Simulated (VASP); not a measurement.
Write the native input for VASP 6.6.1 that does the following.

| Property | Result |
| --- | --- |
| Task | single point |
| Functional | PBE |
| Potentials or basis | VASP PAW PBE potentials, release 64 (Si, Ge_d) |
| Cutoff | 520 eV |
| k mesh | 2 × 2 × 2 |
| Occupations | fermi-dirac, width 0.02 eV |
| Spin | no spin polarisation |
| Dipole correction | no |
| Further INCAR settings | LREAL = Auto; ALGO = Normal; EDIFF = 1e-06; NBANDS = 53 |

The structure of Si16Ge (a cell with a defect) lies in POSCAR:

```
Si16Ge
1.0
    0.0000000000      5.4300000000      5.4300000000
    5.4300000000      0.0000000000      5.4300000000
    5.4300000000      5.4300000000      0.0000000000
Si Ge
16 1
Direct
   -0.0118973297      0.0039220074      0.0040166667
    0.1201635359      0.1293970534      0.1298653775
    0.0005260589     -0.0024995396      0.5010686004
    0.1201712707      0.1293944751      0.6207388582
    0.0005123389      0.5006233886     -0.0020705341
    0.1201593002      0.6202699816      0.1298688766
    0.0005117864      0.5006182320      0.5010930018
    0.1247129834      0.6248312155      0.6253126151
    0.5036584715      0.0036967772      0.0039862799
    0.6245453959      0.1247339779      0.1254872007
    0.5036026703      0.0036590239      0.4888662063
    0.6292610497      0.1293735727      0.6207614180
    0.5038402394      0.4882533149      0.0039914365
    0.6292808471      0.6202784530      0.1298624309
    0.4973954880      0.5006332413      0.5010654696
    0.6292773481      0.6202872928      0.6207443831
    0.3744287293      0.8746860037      0.8755834254
```

The input as run:

INCAR

```
SYSTEM = Si16Ge
PREC = Accurate
ENCUT = 520
EDIFF = 1E-6
ISMEAR = -1
SIGMA = 0.02
LREAL = Auto
LASPH = .True.
NELM = 60
ALGO = Normal
ISIF = 2
LWAVE = .False.
LCHARG = .False.
GGA = PE
NBANDS = 53
```

KPOINTS

```
Automatic mesh
0
Gamma
  2 2 2
  0 0 0
```

Potentials or basis: VASP PAW PBE potentials, release 64 (Si, Ge_d).

The run is started by

```console
$ cat potpaw_PBE.64/Si/POTCAR potpaw_PBE.64/Ge_d/POTCAR > POTCAR
$ mpirun -np 1 vasp_std > vasp.out
```

It gave:

- Pressure: 6.7 GPa
- Largest force: 0.024 eV/Å
- Band gap on the k mesh: zero (band 39 reaches 6.99 eV, above the bottom of band 40 at 6.68 eV)

Caveat: the k points lie up to 0.50 Å⁻¹ apart.

It took 2.4 min on 1 thread of Intel(R) Xeon(R) 6975P-C (Granite Rapids), with other jobs on the host, peak memory 0.49 GiB.
